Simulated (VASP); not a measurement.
BaZr2O5:

```
Ba Zr O
1.0
     4.26944    0.00000    0.00000
     0.00000    4.26944    0.00000
     0.00000    0.00000    7.83563
Ba Zr O
1 2 5
Direct
  0.00000 0.00000 0.00000
  0.50000 0.50000 0.23518
  0.50000 0.50000 0.76482
  0.00000 0.50000 0.15592
  0.50000 0.00000 0.15592
  0.00000 0.50000 0.84408
  0.50000 0.00000 0.84408
  0.50000 0.50000 0.50000
```

The cell was generated, and may not be a known phase.

| Property | Result |
| --- | --- |
| Program | VASP 6.6.1 |
| Task | relaxation of cell and atoms |
| Functional | PBE |
| Potentials or basis | VASP PAW PBE potentials, release 64 (Ba_sv, Zr_sv, O) |
| Cutoff | 600 eV |
| k mesh | 3 × 3 × 2 |
| Occupations | gaussian, width 0.15 eV |
| Spin | no spin polarisation |

At the start: pressure 1.0 GPa; volume 17.85 Å³/atom.

How do energy, volume and symmetry change on relaxing?

Over 12 steps the energy falls by 571.7 meV/atom and the volume is 17.88 Å³/atom (+0.2 %); space group P4/mmm (No. 123, to 0.1 Å) before and after.

The path:
```
step  energy change (eV)  largest force (eV/Å)  pressure (GPa)  volume (Å³)
   1              0.0000                3.7146            1.02       142.83
   2             -2.8289                2.1059           -3.10       145.00
   3             -4.3292                1.6666           -3.95       147.45
   4             -4.3470                1.6167           -3.75       147.67
   5             -4.0591                4.1203            8.83       136.29
   6             -4.4826                0.3131            0.33       143.28
   7             -4.5584                0.3316            0.96       142.14
   8             -4.5595                0.3996            1.05       141.95
   9             -4.5477                0.8171           -1.34       144.30
  10             -4.5716                0.1137            0.04       142.93
  11             -4.5716                0.1042            0.05       142.91
  12             -4.5734                0.0572           -0.16       143.06
```

Final structure:
```
Ba Zr O
1.0
     3.98502    0.00000    0.00000
     0.00000    3.98502    0.00000
     0.00000    0.00000    9.00845
Ba Zr O
1 2 5
Direct
  0.00000 0.00000 0.00000
  0.50000 0.50000 0.28260
  0.50000 0.50000 0.71740
  0.00000 0.50000 0.20845
  0.50000 0.00000 0.20845
  0.00000 0.50000 0.79155
  0.50000 0.00000 0.79155
  0.50000 0.50000 0.50000
```

Caveat: the k points lie up to 0.53 Å⁻¹ apart in the final cell; the relaxation stopped at a loose force limit of 0.08 eV/Å, so its end isn't a converged minimum.
